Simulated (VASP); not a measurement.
# MgO (C2/c) in VASP: further runs, part 2 of 3

VASP 6.6.1.

## (4) Single point, r2SCAN (strain +0.0250 x Voigt [0, 0, 0, 0, 1, 0])

The input, POSCAR:

```
MgO
1.0
    3.4841042127      0.0000000000      0.0435513027
   -1.7420521064      3.0173227576     -0.0217756513
    0.0523210949      0.0000000000      4.1856875957
Mg O
2 2
Direct
    0.6666666667      0.3333333333      0.7500000000
    0.3333333333      0.6666666667      0.2500000000
    0.6666666667      0.3333333333      0.2500000000
    0.3333333333      0.6666666667      0.7500000000
```

The input, INCAR.step1:

```
ALGO = Normal ; EDIFF = 1E-4
ENCUT = 520 ; GGA = PE
ISMEAR = 0 ; LASPH = T
LCHARG = F ; LREAL = F
LWAVE = T ; NBANDS = 16
NELM = 60 ; PREC = Accurate
SIGMA = 0.05
```

The input, INCAR.step2:

```
ALGO = Normal ; EDIFF = 1E-6
ENCUT = 520 ; ISIF = 2
ISMEAR = 0 ; ISTART = 1
LASPH = T ; LCHARG = T
LELF = T ; LMIXTAU = T
LREAL = F ; LVHAR = T
LWAVE = F ; METAGGA = R2SCAN
NBANDS = 16 ; NELM = 60
PREC = Accurate ; SIGMA = 0.05
```

The input, KPOINTS:

```
k-points
0
Gamma
  6 6 6
```

Potentials or basis: VASP PAW PBE potentials, release 64 (Mg, O).

Run with:

```
$ cat potpaw_PBE.64/Mg/POTCAR potpaw_PBE.64/O/POTCAR > POTCAR
$ cp INCAR.step1 INCAR
$ mpirun -np 1 vasp_std > vasp.out
$ cp INCAR.step2 INCAR
$ mpirun -np 1 vasp_std > vasp.out
```

OUTCAR:

```text
EDIFF = 1E-6
   ENCUT = 520
   ISIF = 2
   ISMEAR = 0
   ISTART = 1
   LASPH = T
   LREAL = F
   METAGGA = R2SCAN
   NELM = 60
   PREC = Accurate

 ion  position               nearest neighbor table
   1  0.667  0.333  0.750-   4 2.01   4 2.01   4 2.01   3 2.09   3 2.09   2 2.87   2 2.87   2 2.90
                             2 2.90   2 2.93   2 2.93
   2  0.333  0.667  0.250-   3 2.01   3 2.01   3 2.01   4 2.09   4 2.09   1 2.87   1 2.87   1 2.90
                             1 2.90   1 2.93   1 2.93
   3  0.667  0.333  0.250-   2 2.01   2 2.01   2 2.01   1 2.09   1 2.09
   4  0.333  0.667  0.750-   1 2.01   1 2.01   1 2.01   2 2.09   2 2.09

  LATTYP: Found a base centered monoclinic cell.
 ALAT       =     3.4843763977
 B/A-ratio  =     1.7319155069
 C/A-ratio  =     1.2013669340
 COS(beta)  =    -0.0249960944

  Lattice vectors:

 A1 = (  -1.7420521064,   3.0173227576,  -0.0217756513)
 A2 = (  -1.7420521063,  -3.0173227576,  -0.0217756514)
 A3 = (   0.0523210949,   0.0000000000,   4.1856875957)

Analysis of symmetry for initial positions (statically):
=====================================================================
 Subroutine PRICEL returns:
 Original cell was already a primitive cell.

 Routine SETGRP: Setting up the symmetry group for a
 base centered monoclinic supercell.

 Subroutine GETGRP returns: Found  4 space group operations
 (whereof  2 operations were pure point group operations)
 out of a pool of  4 trial point group operations.

The static configuration has the point symmetry S_2 .
 The point group associated with its full space group is C_2h.

Analysis of symmetry for dynamics (positions and initial velocities):
=====================================================================
 Subroutine PRICEL returns:
 Original cell was already a primitive cell.

 Routine SETGRP: Setting up the symmetry group for a
 base centered monoclinic supercell.

 Subroutine GETGRP returns: Found  4 space group operations
 (whereof  2 operations were pure point group operations)
 out of a pool of  4 trial point group operations.

The dynamic configuration has the point symmetry S_2 .
 The point group associated with its full space group is C_2h.

 Subroutine INISYM returns: Found  4 space group operations
 (whereof  2 operations are pure point group operations),
 and found     1 'primitive' translations

----------------------------------------------------------------------------------------

                                     Primitive cell

  volume of cell :      43.9959

  direct lattice vectors                    reciprocal lattice vectors
     3.484104213  0.000000000  0.043551303     0.287062675  0.165709816 -0.003588283
    -1.742052106  3.017322758 -0.021775651     0.000000000  0.331419633  0.000000000
     0.052321095  0.000000000  4.185687596    -0.002986834 -0.000000000  0.238946709

  length of vectors
     3.484376398  3.484172261  4.186014590     0.331477900  0.331419633  0.238965376

  position of ions in fractional coordinates (direct lattice)
     0.666666667  0.333333333  0.750000000
     0.333333333  0.666666667  0.250000000
     0.666666667  0.333333333  0.250000000
     0.333333333  0.666666667  0.750000000

  ion indices of the primitive-cell ions
   primitive index   ion index
[... 26 lines left out ...]
 Subroutine IBZKPT returns following result:
 ===========================================

 Found     68 irreducible k-points:

 Following reciprocal coordinates:
            Coordinates               Weight
  0.000000  0.000000  0.000000      1.000000
  0.166667 -0.000000 -0.000000      4.000000
  0.333333 -0.000000  0.000000      4.000000
  0.500000  0.000000  0.000000      2.000000
  0.000000  0.166667  0.000000      2.000000
  0.166667  0.166667 -0.000000      4.000000
[... 16 lines left out ...]
  0.500000  0.166667  0.166667      4.000000
 -0.333333  0.166667  0.166667      2.000000
 [... further k-points ...]
   k-points           NKPTS =     68   k-points in BZ     NKDIM =     68   number of bands    NBANDS=     16
   number of dos      NEDOS =    301   number of ions     NIONS =      4
   total plane-waves  NPLWV =  25088
   dimension x,y,z NGX =    28 NGY =   28 NGZ =   32
   dimension x,y,z NGXF=    56 NGYF=   56 NGZF=   64
   ions per type =               2   2
   NGX,Y,Z   is equivalent  to a cutoff of  13.36, 13.36, 12.71 a.u.
   NGXF,Y,Z  is equivalent  to a cutoff of  26.72, 26.72, 25.42 a.u.
 SYSTEM =  unknown system
   PREC   = accura    normal or accurate (medium, high low for compatibility)
   ISTART =      1    job   : 0-new  1-cont  2-samecut
   ICHARG =      0    charge: 1-file 2-atom 10-const
   ISPIN  =      1    spin polarized calculation?
   LNONCOLLINEAR =      F non collinear calculations
   LSORBIT =      F    spin-orbit coupling
   LASPH  =      T    aspherical Exc in radial PAW
   ENCUT  =  520.0 eV  38.22 Ry    6.18 a.u.   6.48  6.48  7.78*2*pi/ulx,y,z
   NELM   =     60;   NELMIN=  2; NELMDL=  0     # of ELM steps
   EDIFF  = 0.1E-05   stopping-criterion for ELM
   LREAL  =      F    real-space projection
   EDIFFG = 0.1E-04   stopping-criterion for IOM
   NSW    =      0    number of steps for IOM
   IBRION =     -1    ionic relax: 0-MD 1-quasi-New 2-CG
   NFREE  =      0    steps in history (QN), initial steepest desc. (CG)
   ISIF   =      2    stress and relaxation
   ISYM   =      2    0-nonsym 1-usesym 2-fastsym
   POTIM  = 0.5000    time-step for ionic-motion
   TEBEG  =    0.0;   TEEND  =   0.0 temperature during run
   PSTRESS=    0.0 pullay stress
   NELECT =      16.0000    total number of electrons
   NUPDOWN=      -1.0000    fix difference up-down
   EMIN   =  10.00;   EMAX   =-10.00  energy-range for DOS
   EFERMI =   0.00;   METHOD = LEGACY
   ISMEAR =     0;   SIGMA  =   0.05  broadening in eV -4-tet -1-fermi 0-gaus
   EFERMI_NEDOS =   21; number of points for ismear=-14 and -15
   IALGO  =     38    algorithm
   IMIX   =      4    mixing-type and parameters
     AMIX     =   0.40;   BMIX     =  1.00
     AMIX_MAG =   1.60;   BMIX_MAG =  1.00
  volume/ion in A,a.u.               =      11.00        74.22
  Fermi-wavevector in a.u.,A,eV,Ry     =   1.168542  2.208224 18.578615  1.365490
  Thomas-Fermi vector in A             =   2.305027
   LORBIT       =      0    0 simple, 1 ext, 2 COOP (PROOUT), +10 PAW based schemes
   METAGGA = R2SCAN    functional components
   LHFCALC =     F    Hartree Fock is set to
   AEXX    =    0.0000 exact exchange contribution
   IVDW    =     0    specifies the selected vdW correction
   LEPSILON=     F    determine dielectric tensor
   LRPA    =     F    only Hartree local field effects (RPA)
 non-spin polarized calculation
 Gauss-broadening in eV      SIGMA  =   0.05
  energy-cutoff  :      520.00
  volume of cell :       44.00
 maximum number of plane-waves:      1206
 NGX is ok and might be reduce to    28
   NGX = 13   NGY = 13   NGZ = 15

 number of electron      15.9999999 magnetization

 Free energy of the ion-electron system (eV)
  ---------------------------------------------------
  ext. energy  EPLUGINS =         0.00000000
  ---------------------------------------------------
  free energy    TOTEN  =       -32.05931023 eV

  energy without entropy =      -32.05931023  energy(sigma->0) =      -32.05931023

 E-fermi :   1.8754     XC(G=0): -10.5615

 val. band max:        1.6073854124   @ k =   0.0000   0.0000   0.0000
 cond. band min:       5.6726795237   @ k =   0.0000   0.0000   0.0000
 fundamental gap:      4.0652941113
 Fermi energy:         1.8753617516

 k-point     1 :       0.0000    0.0000    0.0000
  band No.  band energies     occupation
      1     -16.2949      2.00000
      2     -14.9299      2.00000
      3      -2.0831      2.00000
      4      -0.1685      2.00000
      5      -0.1683      2.00000
      6       0.7529      2.00000
[... 433 lines left out ...]
      3      -1.7424      2.00000
      4      -1.2233      2.00000
      5      -0.3477      2.00000
      6      -0.1791      2.00000
[... 8 lines left out ...]
     15      17.1184      0.00000
     16      17.8160      0.00000

 [... further k-points ...]
[... 5 lines left out ...]
  --------------------------------------------------------------------------------------
  -------------------------------------------------------------------------------------
  Total       -0.1888451     -0.1808245     -0.2567872      0.0000000     -0.0000000     -0.8414449
  in kB       -6.8770851     -6.5850022     -9.3513029      0.0000000     -0.0000000    -30.6425138
  external PRESSURE =      -7.6044634 kB  Pullay stress =       0.0000000 kB

 VOLUME and BASIS-vectors are now :
 -----------------------------------------------------------------------------
  energy-cutoff  :      520.00
  volume of cell :       44.00
      direct lattice vectors                 reciprocal lattice vectors
     3.484104213  0.000000000  0.043551303     0.287062675  0.165709816 -0.003588283
    -1.742052106  3.017322758 -0.021775651     0.000000000  0.331419633  0.000000000
     0.052321095  0.000000000  4.185687596    -0.002986834 -0.000000000  0.238946709

 POSITION                                       TOTAL-FORCE (eV/Angst)
 -----------------------------------------------------------------------------------
      1.78129      1.00577      3.16104         0.000000     -0.005445     -0.000000
      0.01308      2.01155      1.04642        -0.000000      0.005445      0.000000
      1.75513      1.00577      1.06820         0.000000     -0.004953     -0.000000
      0.03924      2.01155      3.13927        -0.000000      0.004953      0.000000
 -----------------------------------------------------------------------------------
    total drift:                               -0.000000      0.000000     -0.000000

  FREE ENERGIE OF THE ION-ELECTRON SYSTEM (eV)
  ---------------------------------------------------
  free  energy   TOTEN  =       -32.0593102322 eV

  energy  without entropy=      -32.0593102322  energy(sigma->0) =      -32.05931023
```

It took 3.6 min on 1 thread of AMD EPYC 7R13, shared host; peak memory 0.17 GiB.

Results:

- Free energy: -32.0593 eV
- Pressure: -0.8 GPa
- Largest force: 0.005 eV/Å
- Band gap on the k mesh: 4.07 eV

Forces on the atoms (eV/Å):
```
Mg   0.000 -0.005  0.000
Mg   0.000  0.005  0.000
O    0.000 -0.005  0.000
O    0.000  0.005  0.000
```

Caveat: the cell differs from its parent crystal (strain +0.0250 x Voigt [0, 0, 0, 0, 1, 0]); the PAW data sets were made with another functional, which shifts forces and pressure a little.

(Part 2 of 3 ends here.)
